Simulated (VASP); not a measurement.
# CoO (Fm-3m) in VASP: further runs, part 2 of 4

VASP 6.6.1. Earlier steps stand in the parts before.

### 3 Single point, PBE, collinear spin, ferromagnetic start

This run uses another cell than the first one, of 9.30 Å³/atom, 0.960 times its volume.

INCAR

```
SYSTEM = CoO
PREC = Accurate
ENCUT = 600
EDIFF = 1E-6
ISMEAR = -1
SIGMA = 0.05
LREAL = .False.
LASPH = .True.
NELM = 200
ALGO = Normal
ISIF = 2
LWAVE = .False.
LCHARG = .False.
ISPIN = 2
MAGMOM = 2 0
LORBIT = 11
LMAXMIX = 4
GGA = PE
NBANDS = 22
GGA_COMPAT = .False.
```

KPOINTS

```
Automatic mesh
0
Gamma
  11 11 11
  0 0 0
```

POSCAR

```
CoO
1.0
    0.0000000000      2.1026940521      2.1026940521
    2.1026940521      0.0000000000      2.1026940521
    2.1026940521      2.1026940521      0.0000000000
Co O
1 1
Direct
    0.0000000000      0.0000000000      0.0000000000
    0.5000000000      0.5000000000      0.5000000000
```

Potentials or basis: VASP PAW PBE potentials, release 64 (Co_sv, O).

Command:

```
$ cat potpaw_PBE.64/Co_sv/POTCAR potpaw_PBE.64/O/POTCAR > POTCAR
$ mpirun -np 1 vasp_std > vasp.out
```

OUTCAR:

```text
SYSTEM = CoO
   PREC = Accurate
   ENCUT = 600
   EDIFF = 1E-6
   ISMEAR = -1
   LREAL = .False.
   LASPH = .True.
   NELM = 200
   ISIF = 2
   ISPIN = 2
   LORBIT = 11
   GGA = PE

 ion  position               nearest neighbor table
   1  0.000  0.000  0.000-   2 2.10   2 2.10   2 2.10   2 2.10   2 2.10   2 2.10
   2  0.500  0.500  0.500-   1 2.10   1 2.10   1 2.10   1 2.10   1 2.10   1 2.10

  LATTYP: Found a face centered cubic cell.
 ALAT       =     4.2053881042

  Lattice vectors:

 A1 = (   0.0000000000,   2.1026940521,   2.1026940521)
 A2 = (   2.1026940521,   0.0000000000,   2.1026940521)
 A3 = (   2.1026940521,   2.1026940521,   0.0000000000)

Analysis of symmetry for initial positions (statically):
=====================================================================
 Subroutine PRICEL returns:
 Original cell was already a primitive cell.

 Routine SETGRP: Setting up the symmetry group for a
 face centered cubic supercell.

 Subroutine GETGRP returns: Found 48 space group operations
 (whereof 48 operations were pure point group operations)
 out of a pool of 48 trial point group operations.

The static configuration has the point symmetry O_h .

Analysis of symmetry for dynamics (positions and initial velocities):
=====================================================================
 Subroutine PRICEL returns:
 Original cell was already a primitive cell.

 Routine SETGRP: Setting up the symmetry group for a
 face centered cubic supercell.

 Subroutine GETGRP returns: Found 48 space group operations
 (whereof 48 operations were pure point group operations)
 out of a pool of 48 trial point group operations.

The dynamic configuration has the point symmetry O_h .

Analysis of structural, dynamic, and magnetic symmetry:
=====================================================================
 Subroutine PRICEL returns:
 Original cell was already a primitive cell.

 Routine SETGRP: Setting up the symmetry group for a
 face centered cubic supercell.

 Subroutine GETGRP returns: Found 48 space group operations
 (whereof 48 operations were pure point group operations)
 out of a pool of 48 trial point group operations.

The overall configuration has the point symmetry O_h .

 Subroutine INISYM returns: Found 48 space group operations
 (whereof 48 operations are pure point group operations),
 and found     1 'primitive' translations

----------------------------------------------------------------------------------------

                                     Primitive cell

  volume of cell :      18.5934

  direct lattice vectors                    reciprocal lattice vectors
     0.000000000  2.102694052  2.102694052    -0.237790181  0.237790181  0.237790181
     2.102694052  0.000000000  2.102694052     0.237790181 -0.237790181  0.237790181
     2.102694052  2.102694052  0.000000000     0.237790181  0.237790181 -0.237790181

  length of vectors
     2.973658446  2.973658446  2.973658446     0.411864676  0.411864676  0.411864676

  position of ions in fractional coordinates (direct lattice)
     0.000000000  0.000000000  0.000000000
     0.500000000  0.500000000  0.500000000

  ion indices of the primitive-cell ions
   primitive index   ion index
                 1           1
[... 64 lines left out ...]
   PREC   = accura    normal or accurate (medium, high low for compatibility)
   ISTART =      0    job   : 0-new  1-cont  2-samecut
   ICHARG =      2    charge: 1-file 2-atom 10-const
   ISPIN  =      2    spin polarized calculation?
   LNONCOLLINEAR =      F non collinear calculations
   LSORBIT =      F    spin-orbit coupling
   LASPH  =      T    aspherical Exc in radial PAW
   ENCUT  =  600.0 eV  44.10 Ry    6.64 a.u.   5.94  5.94  5.94*2*pi/ulx,y,z
   NELM   =    200;   NELMIN=  2; NELMDL= -5     # of ELM steps
   EDIFF  = 0.1E-05   stopping-criterion for ELM
   LREAL  =      F    real-space projection
   EDIFFG = 0.1E-04   stopping-criterion for IOM
   NSW    =      0    number of steps for IOM
   IBRION =     -1    ionic relax: 0-MD 1-quasi-New 2-CG
   NFREE  =      0    steps in history (QN), initial steepest desc. (CG)
   ISIF   =      2    stress and relaxation
   ISYM   =      2    0-nonsym 1-usesym 2-fastsym
   POTIM  = 0.5000    time-step for ionic-motion
   TEBEG  =    0.0;   TEEND  =   0.0 temperature during run
   PSTRESS=    0.0 pullay stress
   NELECT =      23.0000    total number of electrons
   NUPDOWN=      -1.0000    fix difference up-down
   EMIN   =  10.00;   EMAX   =-10.00  energy-range for DOS
   EFERMI =   0.00;   METHOD = LEGACY
   ISMEAR =    -1;   SIGMA  =   0.05  broadening in eV -4-tet -1-fermi 0-gaus
   EFERMI_NEDOS =   21; number of points for ismear=-14 and -15
   IALGO  =     38    algorithm
   IMIX   =      4    mixing-type and parameters
     AMIX     =   0.40;   BMIX     =  1.00
     AMIX_MAG =   1.60;   BMIX_MAG =  1.00
  volume/ion in A,a.u.               =       9.30        62.74
  Fermi-wavevector in a.u.,A,eV,Ry     =   1.757376  3.320959 42.019830  3.088370
  Thomas-Fermi vector in A             =   2.826742
   LORBIT       =     11    0 simple, 1 ext, 2 COOP (PROOUT), +10 PAW based schemes
   GGA     = PE    functional components
   LHFCALC =     F    Hartree Fock is set to
   AEXX    =    0.0000 exact exchange contribution
   IVDW    =     0    specifies the selected vdW correction
   LEPSILON=     F    determine dielectric tensor
   LRPA    =     F    only Hartree local field effects (RPA)
 spin polarized calculation
  energy-cutoff  :      600.00
  volume of cell :       18.59
 maximum number of plane-waves:       628
   NGX = 11   NGY = 11   NGZ = 11

 number of electron      23.0000008 magnetization       2.8255464

 Free energy of the ion-electron system (eV)
  ---------------------------------------------------
  ext. energy  EPLUGINS =         0.00000000
  ---------------------------------------------------
  free energy    TOTEN  =       -13.13229370 eV

  energy without entropy =      -13.09880614  energy(sigma->0) =      -13.11554992

 E-fermi :   9.5138     XC(G=0): -12.9235

 val. band max:        9.5104159086   @ k =  -0.2727   0.1818   0.0000
 cond. band min:       9.5138576750   @ k =  -0.2727   0.2727   0.0000
 fundamental gap:      0.0034417663
 Fermi energy:         9.5137946507

 spin component 1

 k-point     1 :       0.0000    0.0000    0.0000
  band No.  band energies     occupation
      1     -87.3408      1.00000
      2     -50.5872      1.00000
      3     -50.5872      1.00000
      4     -50.5872      1.00000
      5     -11.0932      1.00000
      6       6.1736      1.00000
[... 589 lines left out ...]
     21      37.7924      0.00000
     22      39.5465      0.00000

 [... further k-points ...]

 spin component 2

 k-point     1 :       0.0000    0.0000    0.0000
  band No.  band energies     occupation
      1     -84.3596      1.00000
      2     -47.6777      1.00000
      3     -47.6776      1.00000
      4     -47.6776      1.00000
      5     -10.6282      1.00000
      6       6.6901      1.00000
[... 589 lines left out ...]
     21      38.3928      0.00000
     22      40.1145      0.00000

 [... further k-points ...]

------------------------ aborting loop because EDIFF is reached ----------------------------------------

  FORCE on cell =-STRESS in cart. coord.  units (eV):
  Direction    XX          YY          ZZ          XY          YZ          ZX
  --------------------------------------------------------------------------------------
  -------------------------------------------------------------------------------------
  Total        0.3118292      0.3118292      0.3118292      0.0000000      0.0000000      0.0000000
  in kB       26.8700893     26.8700893     26.8700893      0.0000000      0.0000000      0.0000000
  external PRESSURE =      26.8700893 kB  Pullay stress =       0.0000000 kB

 VOLUME and BASIS-vectors are now :
 -----------------------------------------------------------------------------
  energy-cutoff  :      600.00
  volume of cell :       18.59
      direct lattice vectors                 reciprocal lattice vectors
     0.000000000  2.102694052  2.102694052    -0.237790181  0.237790181  0.237790181
     2.102694052  0.000000000  2.102694052     0.237790181 -0.237790181  0.237790181
     2.102694052  2.102694052  0.000000000     0.237790181  0.237790181 -0.237790181

 POSITION                                       TOTAL-FORCE (eV/Angst)
 -----------------------------------------------------------------------------------
      0.00000      0.00000      0.00000         0.000000      0.000000      0.000000
      2.10269      2.10269      2.10269        -0.000000     -0.000000     -0.000000
 -----------------------------------------------------------------------------------
    total drift:                                0.000000     -0.000000     -0.000000

  FREE ENERGIE OF THE ION-ELECTRON SYSTEM (eV)
  ---------------------------------------------------
  free  energy   TOTEN  =       -13.1322937025 eV

  energy  without entropy=      -13.0988061372  energy(sigma->0) =      -13.11554992

 total charge

# of ion       s       p       d       tot
------------------------------------------
    1        2.146   6.067   6.683  14.896
    2        1.553   3.445   0.000   4.998
--------------------------------------------------
tot          3.698   9.513   6.683  19.894

 magnetization (x)

# of ion       s       p       d       tot
------------------------------------------
    1        0.014   0.011   2.427   2.451
    2        0.030   0.244   0.000   0.274
--------------------------------------------------
tot          0.044   0.255   2.427   2.725
```

OSZICAR:

```text
N       E                     dE             d eps       ncg     rms          rms(c)
DAV:   1     0.239771787393E+03    0.23977E+03   -0.13619E+04  6558   0.262E+03
DAV:   2    -0.532868866307E+01   -0.24510E+03   -0.23286E+03  7322   0.664E+02
DAV:   3    -0.155064990790E+02   -0.10178E+02   -0.10088E+02  6876   0.114E+02
DAV:   4    -0.155971781821E+02   -0.90679E-01   -0.90643E-01  5910   0.936E+00
DAV:   5    -0.156002736151E+02   -0.30954E-02   -0.30953E-02  6920   0.194E+00    0.179E+01
DAV:   6    -0.142023020259E+02    0.13980E+01   -0.18404E+01  7988   0.833E+01    0.263E+01
DAV:   7    -0.131617056422E+02    0.10406E+01   -0.57605E+00  7106   0.563E+01    0.852E+00
DAV:   8    -0.131358530653E+02    0.25853E-01   -0.26394E-01  7440   0.641E+00    0.552E+00
DAV:   9    -0.131387620875E+02   -0.29090E-02   -0.95104E-02  9036   0.457E+00    0.240E+00
DAV:  10    -0.131337250550E+02    0.50370E-02   -0.25531E-02  7652   0.312E+00    0.731E-01
DAV:  11    -0.131322191746E+02    0.15059E-02   -0.98005E-03  8560   0.159E+00    0.120E-01
DAV:  12    -0.131322981567E+02   -0.78982E-04   -0.78723E-04  6578   0.307E-01    0.759E-02
DAV:  13    -0.131322997910E+02   -0.16343E-05   -0.68076E-05  7046   0.108E-01    0.350E-02
DAV:  14    -0.131322937073E+02    0.60837E-05   -0.14096E-05  8484   0.476E-02    0.167E-02
DAV:  15    -0.131322937025E+02    0.48467E-08   -0.29064E-06  6068   0.240E-02
   1 F= -.13132294E+02 E0= -.13115550E+02  d E =-.334876E-01  mag=     2.8257
```

Run time: 57 s. Hardware: 1 thread of AMD EPYC 7R43 (Zen 3), shared host; peak memory 0.14 GiB.

What came out:

```
Free energy                                           : -13.1323 eV
Pressure                                              : 2.7 GPa
Net moment                                            : 2.83 μB per cell
Site moments                                          : Co +2.45; O +0.27 μB
Valence electrons inside the program's atomic spheres : Co 14.90; O 5.00
```

Caveat: a cell with one magnetic atom can't hold antiferromagnetic order, which such compounds often take; semilocal functionals often make such compounds metallic where correlation or magnetic order opens a gap, which also shifts bond lengths.

(Part 2 of 4 ends here.)
